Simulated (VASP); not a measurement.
Write the native input for VASP 6.6.1 that does the following.

```
Task                   : single point
Functional             : LDA
Potentials or basis    : VASP PAW LDA potentials, release 64 (Ba_sv, Ti_sv, O_h)
Cutoff                 : 910 eV
k mesh                 : 4 × 4 × 4
Occupations            : gaussian, width 0.01 eV
Spin                   : no spin polarisation
Dipole correction      : no
Further INCAR settings : ALGO = Normal; EDIFF = 1e-06; NBANDS = 28
```

The structure of BaTiO3 lies in POSCAR:

```
BaTiO3
1.0
    3.9998000000      0.0000000000      0.0000000000
    0.0000000000      3.9998000000      0.0000000000
    0.0000000000      0.0000000000      4.0180000000
Ba Ti O
1 1 3
Direct
    0.0000000000      0.0000000000      0.0000000000
    0.5000000000      0.5000000000      0.4900000000
    0.5000000000      0.5000000000      0.0190000000
    0.5000000000      0.0000000000      0.5170000000
    0.0000000000      0.5000000000      0.5170000000
```

These files were run (other wordings do the same):

INCAR

```
SYSTEM = BaTiO3
ALGO = Normal
EDIFF = 1E-6
ENCUT = 910
GGA = CA
GGA_COMPAT = .False.
ISIF = 2
ISMEAR = 0
LASPH = .True.
LCHARG = .False.
LREAL = .False.
LWAVE = .False.
NBANDS = 28
NELM = 120
PREC = Accurate
SIGMA = 0.01
```

KPOINTS

```
k-points
0
Gamma
  4 4 4
  0 0 0
```

Potentials or basis: VASP PAW LDA potentials, release 64 (Ba_sv, Ti_sv, O_h).

Launch:

```console
$ cat potpaw_LDA.64/Ba_sv/POTCAR potpaw_LDA.64/Ti_sv/POTCAR potpaw_LDA.64/O_h/POTCAR > POTCAR
$ mpirun -np 1 vasp_std > vasp.out
```

It gave:

| Quantity | Value |
| --- | --- |
| Pressure | -6.8 GPa |
| Largest force | 0.412 eV/Å |
| Band gap on the k mesh | 1.68 eV (least direct gap 1.97 eV) |

Caveat: the cell stands under tension; spin-orbit coupling is left out, which moves the levels of the heavy elements.

Run time: 42 s on 1 thread of Intel(R) Xeon(R) 6975P-C (Granite Rapids) (shared host), peak memory 0.24 GiB.
